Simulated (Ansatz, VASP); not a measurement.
InP3: VASP beside Ansatz

```
In P
1.0
     3.71499    2.14485    3.13180
    -3.71499    2.14485    3.13180
     0.00000   -4.28970    3.13180
In P
2 6
Direct
  0.27328 0.27328 0.27328
  0.72672 0.72672 0.72672
  0.79471 0.24119 0.79471
  0.79471 0.79471 0.24119
  0.24119 0.79471 0.79471
  0.20529 0.75881 0.20529
  0.75881 0.20529 0.20529
  0.20529 0.20529 0.75881
```

Change from the starting cell: strain -0.0450 x Voigt [0, 0, 1, 0, 0, 0], atoms carried along.

Alike in both runs: task single point; functional PBEsol; k mesh 6 × 6 × 6; occupations gaussian, width 0.15 eV; no spin polarisation.

|  | VASP | Ansatz |
| --- | --- | --- |
| version | VASP 6.6.1 | Ansatz 0.2.0 |
| potentials or method | VASP PAW PBE potentials, release 64 (In_d, P), cutoff 520 eV | scalar-relativistic, plane waves, PAW |
| valence electrons in the cell | 56 | 56 |

|  | VASP | Ansatz | Ansatz less VASP |
| --- | --- | --- | --- |
| gap on the k mesh at the Fermi level (eV) | none | none | - |
| pressure (GPa) | 3.5 | 3.5 | 0.00 |
| traceless stress, the component that is largest in VASP (GPa) | 1.81 | 1.77 | -0.042 |
| rms of the force components (eV/Å) | 0.192 | 0.203 | +0.0112 |

VASP's potentials were made for PBE, not for PBEsol. Atom by atom the forces differ by 0.012 eV/Å (rms over components). A gap of «none» marks a metal or a gap that the smearing closes. The functional is the same, so the differences come from potentials, cutoffs and numerics.
